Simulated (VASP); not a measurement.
Crystal: PbS (Galena).

```
CELL_PARAMETERS angstrom
0.00000 3.02392 3.02392
3.02392 0.00000 3.02392
3.02392 3.02392 0.00000
ATOMIC_POSITIONS crystal
Pb 0.00000 0.00000 0.00000
S 0.50000 0.50000 0.50000
```

Base run:

| Quantity | Value |
| --- | --- |
| Program | VASP 6.6.1 |
| Functional | SVWN5 |
| Potentials or basis | VASP PAW PBE potentials, release 64 (Pb_d, S) |
| Cutoff | 520 eV |
| k mesh | 8 × 8 × 8 |
| Occupations | fermi-dirac, width 0.05 eV |
| Spin | no spin polarisation |

Its results: band gap on the k mesh 0.43 eV, direct; pressure -5.4 GPa.

**Question.** After a change of settings the same cell gave: band gap on the k mesh 1.70 eV, direct; pressure -2.2 GPa. Which change was it?
A. functional from SVWN5 to PBE0; k mesh from 8 × 8 × 8 to 4 × 4 × 4
B. functional from SVWN5 to BLYP; dispersion from none to D4
C. functional from SVWN5 to PBEsol; cutoff from 520 eV to 500 eV; further incar settings from ALGO = Normal; EDIFF = 1e-07; NBANDS = 17 to ALGO = Normal; EDIFF = 1e-06; NBANDS = 17
D. functional from SVWN5 to PBE

**Answer.** A.

Caveats: some runs use coarse meshes; the PAW data sets were made with another functional, which shifts forces and pressure a little; spin-orbit coupling is left out, which moves the levels of the heavy elements.
